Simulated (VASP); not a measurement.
# MgS (Fm-3m) in VASP: notebook, part 2 of 2

VASP 6.6.1.

**3. Single point, r2SCAN**

This run uses another cell than the first one, of 17.61 Å³/atom.

Contents of POSCAR:

```
MgS
1.0
    0.0000000000      2.6016500000      2.6016500000
    2.6016500000      0.0000000000      2.6016500000
    2.6016500000      2.6016500000      0.0000000000
Mg S
1 1
Direct
    0.0000000000      0.0000000000      0.0000000000
    0.5000000000      0.5000000000      0.5000000000
```

Contents of INCAR.step1:

```
PREC = Accurate
ENCUT = 660
ISMEAR = 0
SIGMA = 0.01
LREAL = F
LASPH = T
NELM = 120
NBANDS = 11
GGA = PE
ALGO = Normal
EDIFF = 1E-5
LWAVE = T
LCHARG = F
GGA_COMPAT = F
```

Contents of INCAR.step2:

```
PREC = Accurate
ENCUT = 660
EDIFF = 1E-6
ISMEAR = 0
SIGMA = 0.01
LREAL = F
LASPH = T
NELM = 120
ALGO = Normal
ISIF = 2
LWAVE = F
LCHARG = T
METAGGA = R2SCAN
LMIXTAU = T
LELF = T
LVHAR = T
NBANDS = 11
ISTART = 1
GGA_COMPAT = F
```

Contents of KPOINTS:

```
regular mesh
0
Gamma
  8 8 8
```

Potentials or basis: VASP PAW PBE potentials, release 64 (Mg, S).

Run with:

```
cat potpaw_PBE.64/Mg/POTCAR potpaw_PBE.64/S/POTCAR > POTCAR
cp INCAR.step1 INCAR
mpirun -np 1 vasp_std > vasp.out
cp INCAR.step2 INCAR
mpirun -np 1 vasp_std > vasp.out
```

OUTCAR:

```text
PREC = Accurate
   ENCUT = 660
   EDIFF = 1E-6
   ISMEAR = 0
   LREAL = F
   LASPH = T
   NELM = 120
   ISIF = 2
   METAGGA = R2SCAN
   ISTART = 1

 ion  position               nearest neighbor table
   1  0.000  0.000  0.000-   2 2.60   2 2.60   2 2.60   2 2.60   2 2.60   2 2.60
   2  0.500  0.500  0.500-   1 2.60   1 2.60   1 2.60   1 2.60   1 2.60   1 2.60

  LATTYP: Found a face centered cubic cell.
 ALAT       =     5.2033000000

  Lattice vectors:

 A1 = (   0.0000000000,   2.6016500000,   2.6016500000)
 A2 = (   2.6016500000,   0.0000000000,   2.6016500000)
 A3 = (   2.6016500000,   2.6016500000,   0.0000000000)

Analysis of symmetry for initial positions (statically):
=====================================================================
 Subroutine PRICEL returns:
 Original cell was already a primitive cell.

 Routine SETGRP: Setting up the symmetry group for a
 face centered cubic supercell.

 Subroutine GETGRP returns: Found 48 space group operations
 (whereof 48 operations were pure point group operations)
 out of a pool of 48 trial point group operations.

The static configuration has the point symmetry O_h .

Analysis of symmetry for dynamics (positions and initial velocities):
=====================================================================
 Subroutine PRICEL returns:
 Original cell was already a primitive cell.

 Routine SETGRP: Setting up the symmetry group for a
 face centered cubic supercell.

 Subroutine GETGRP returns: Found 48 space group operations
 (whereof 48 operations were pure point group operations)
 out of a pool of 48 trial point group operations.

The dynamic configuration has the point symmetry O_h .

 Subroutine INISYM returns: Found 48 space group operations
 (whereof 48 operations are pure point group operations),
 and found     1 'primitive' translations

[... 114 lines left out ...]
     AMIX_MAG =   1.60;   BMIX_MAG =  1.00
  volume/ion in A,a.u.               =      17.61       118.83
  Fermi-wavevector in a.u.,A,eV,Ry     =   0.998878  1.887606 13.575323  0.997758
  Thomas-Fermi vector in A             =   2.131131
   LORBIT       =      0    0 simple, 1 ext, 2 COOP (PROOUT), +10 PAW based schemes
   METAGGA = R2SCAN    functional components
   LHFCALC =     F    Hartree Fock is set to
   AEXX    =    0.0000 exact exchange contribution
   IVDW    =     0    specifies the selected vdW correction
   LEPSILON=     F    determine dielectric tensor
   LRPA    =     F    only Hartree local field effects (RPA)
 non-spin polarized calculation
 Gauss-broadening in eV      SIGMA  =   0.01
  energy-cutoff  :      660.00
  volume of cell :       35.22
 maximum number of plane-waves:      1380
   NGX = 15   NGY = 15   NGZ = 15

 number of electron       8.0000001 magnetization

 Free energy of the ion-electron system (eV)
  ---------------------------------------------------
  ext. energy  EPLUGINS =         0.00000000
  ---------------------------------------------------
  free energy    TOTEN  =       -15.51132448 eV

  energy without entropy =      -15.51132448  energy(sigma->0) =      -15.51132448

 E-fermi :   3.5425     XC(G=0): -10.0900

 val. band max:        3.4927816293   @ k =   0.0000   0.0000   0.0000
 cond. band min:       6.9261268586   @ k =   0.5000   0.5000   0.0000
 fundamental gap:      3.4333452294
 Fermi energy:         3.5424888872

 k-point     1 :       0.0000    0.0000    0.0000
  band No.  band energies     occupation
      1      -9.6903      2.00000
      2       3.4928      2.00000
      3       3.4928      2.00000
      4       3.4928      2.00000
      5       8.1072      0.00000
      6      12.0232      0.00000
      7      12.0232      0.00000
      8      12.0232      0.00000
      9      14.4334      0.00000
     10      14.4334      0.00000
     11      17.0366      0.00000
[... 309 lines left out ...]
 k-point    24 :      -0.3750    0.2500    0.1250
  band No.  band energies     occupation
      1      -8.1558      2.00000
      2      -0.8520      2.00000
      3       1.3282      2.00000
      4       2.3186      2.00000
      5       9.7124      0.00000
      6      10.2678      0.00000
      7      12.5913      0.00000
      8      13.7194      0.00000
      9      16.6144      0.00000
     10      17.8789      0.00000
     11      19.9352      0.00000

 [... further k-points ...]
[... 5 lines left out ...]
  --------------------------------------------------------------------------------------
  -------------------------------------------------------------------------------------
  Total       -0.1012091     -0.1012091     -0.1012091      0.0000000      0.0000000      0.0000000
  in kB       -4.6041925     -4.6041925     -4.6041925      0.0000000      0.0000000      0.0000000
  external PRESSURE =      -4.6041925 kB  Pullay stress =       0.0000000 kB

 VOLUME and BASIS-vectors are now :
 -----------------------------------------------------------------------------
  energy-cutoff  :      660.00
  volume of cell :       35.22
      direct lattice vectors                 reciprocal lattice vectors
     0.000000000  2.601650000  2.601650000    -0.192185728  0.192185728  0.192185728
     2.601650000  0.000000000  2.601650000     0.192185728 -0.192185728  0.192185728
     2.601650000  2.601650000  0.000000000     0.192185728  0.192185728 -0.192185728

 POSITION                                       TOTAL-FORCE (eV/Angst)
 -----------------------------------------------------------------------------------
      0.00000      0.00000      0.00000        -0.000000      0.000000     -0.000000
      2.60165      2.60165      2.60165         0.000000     -0.000000      0.000000
 -----------------------------------------------------------------------------------
    total drift:                               -0.000000     -0.000000      0.000000

  FREE ENERGIE OF THE ION-ELECTRON SYSTEM (eV)
  ---------------------------------------------------
  free  energy   TOTEN  =       -15.5113244814 eV

  energy  without entropy=      -15.5113244814  energy(sigma->0) =      -15.51132448
```

OUTCAR.step1:

```text
PREC = Accurate
   ENCUT = 660
   ISMEAR = 0
   LREAL = F
   LASPH = T
[... 556 lines left out ...]
 -----------------------------------------------------------------------------------
      0.00000      0.00000      0.00000         0.000000      0.000000      0.000000
      2.60165      2.60165      2.60165         0.000000      0.000000      0.000000
 -----------------------------------------------------------------------------------
    total drift:                               -0.000000     -0.000000      0.000000

  FREE ENERGIE OF THE ION-ELECTRON SYSTEM (eV)
  ---------------------------------------------------
  free  energy   TOTEN  =        -8.5022866418 eV

  energy  without entropy=       -8.5022866418  energy(sigma->0) =       -8.50228664
```

OSZICAR.step1:

```text
N       E                     dE             d eps       ncg     rms          rms(c)
DAV:   1     0.245694222421E+02    0.24569E+02   -0.40696E+03   654   0.715E+02
DAV:   2    -0.738866885261E+01   -0.31958E+02   -0.30478E+02   811   0.108E+02
DAV:   3    -0.889920690297E+01   -0.15105E+01   -0.15080E+01   796   0.245E+01
DAV:   4    -0.890791498206E+01   -0.87081E-02   -0.87073E-02   759   0.220E+00
DAV:   5    -0.890799036456E+01   -0.75382E-04   -0.75382E-04   812   0.202E-01    0.441E+00
DAV:   6    -0.854254647531E+01    0.36544E+00   -0.78821E-01   725   0.350E+00    0.345E+00
DAV:   7    -0.850248164584E+01    0.40065E-01   -0.21941E-01   755   0.203E+00    0.227E+00
DAV:   8    -0.850258223674E+01   -0.10059E-03   -0.15056E-02   710   0.746E-01    0.101E+00
DAV:   9    -0.850227486610E+01    0.30737E-03   -0.83268E-04   725   0.166E-01    0.356E-01
DAV:  10    -0.850229023641E+01   -0.15370E-04   -0.24709E-04   768   0.723E-02    0.468E-02
DAV:  11    -0.850228664184E+01    0.35946E-05   -0.22137E-05   693   0.208E-02
   1 F= -.85022866E+01 E0= -.85022866E+01  d E =-.274661E-31
```

It took 38 s on 1 thread of Intel Xeon Platinum 8488C (Sapphire Rapids), shared host; peak memory 0.19 GiB.

Results:

```
Free energy            : -15.5113 eV
Pressure               : -0.5 GPa
Band gap on the k mesh : 3.43 eV (least direct gap 4.61 eV)
```

Levels at points of the mesh, in eV from the valence-band top:
```
           k point  band 1  band 2  band 3  band 4  band 5  band 6  band 7  band 8
(0.00, 0.00, 0.00)  -13.18    0.00    0.00    0.00    4.61    8.53    8.53    8.53
(0.50, 0.00, 0.00)  -11.85   -4.88   -0.62   -0.62    5.22    7.50    7.50   11.23
(0.50, 0.50, 0.00)  -11.47   -4.27   -1.73   -1.73    3.43    4.93   13.14   13.49
```

Caveat: the PAW data sets were made with another functional, which shifts forces and pressure a little.
